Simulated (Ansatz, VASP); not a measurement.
## AlGa2P3 in VASP and in Ansatz

File INCAR:

```
ALGO = Normal
EDIFF = 1E-7
ENCUT = 520
GGA = PE
ISIF = 2
ISMEAR = 0
LASPH = True
LCHARG = False
LREAL = False
LWAVE = False
NBANDS = 31
NELM = 100
PREC = Accurate
SIGMA = 0.1
```

Contents of KPOINTS:

```
k-points
0
Gamma
  6 6 6
```

The input POSCAR:

```
AlGa2P3
1.0
   -1.8803009400      1.8803009400      7.9774412900
    1.8803009400     -1.8803009400      7.9774412900
    1.8803009400      1.8803009400     -7.9774412900
Al Ga P
1 2 3
Direct
    0.0000000000      0.0000000000      0.0000000000
    0.6666666700      0.6666666700      0.0000000000
    0.3333333300      0.3333333300      0.0000000000
    0.2500000000      0.7500000000      0.5000000000
    0.9166666700      0.4166666700      0.5000000000
    0.5833333300      0.0833333300      0.5000000000
```

Input for Ansatz:

```yaml
crystal:
  lattice:
    - [-1.88030094, 1.88030094, 7.97744129]
    - [1.88030094, -1.88030094, 7.97744129]
    - [1.88030094, 1.88030094, -7.97744129]
  atoms:
    - { symbol: Al, position: [0.0, 0.0, 0.0] }
    - { symbol: Ga, position: [0.66666667, 0.66666667, 0.0] }
    - { symbol: Ga, position: [0.33333333, 0.33333333, 0.0] }
    - { symbol: P, position: [0.25, 0.75, 0.5] }
    - { symbol: P, position: [0.91666667, 0.41666667, 0.5] }
    - { symbol: P, position: [0.58333333, 0.08333333, 0.5] }
basis:
  ecutwfc: 420
kpoints:
  mp_grid: { grid: [6, 6, 6] }
hamiltonian:
  xc: pbe
scf:
  occupations: { method: gaussian, width: 0.1 }
  lower_state_search: "off"
output:
  forces: true
  stress: true
  eigenvalues: true
```

Alike in both runs: task single point; functional PBE; k mesh 6 × 6 × 6; occupations gaussian, width 0.1 eV; no spin polarisation.

```csv
,VASP,Ansatz
version,VASP 6.6.1,Ansatz 0.2.0
potentials or method,"VASP PAW PBE potentials, release 64 (Al, Ga_d, P), cutoff 520 eV","scalar-relativistic, plane waves, PAW"
valence electrons in the cell,44,44
```

|  | VASP | Ansatz | Ansatz less VASP |
| --- | --- | --- | --- |
| gap on the k mesh at the Fermi level (eV) | 1.44 | 1.44 | +0.001 |
| least direct gap on the mesh (eV) | 1.69 | 1.70 | +0.001 |
| pressure (GPa) | 10.3 | 10.4 | +0.10 |
| traceless stress, the component that is largest in VASP (GPa) | -0.14 | -0.14 | 0.000 |
| rms of the force components (eV/Å) | 0.022 | 0.021 | -0.0007 |

Atom by atom the forces differ by 0.001 eV/Å (rms over components).
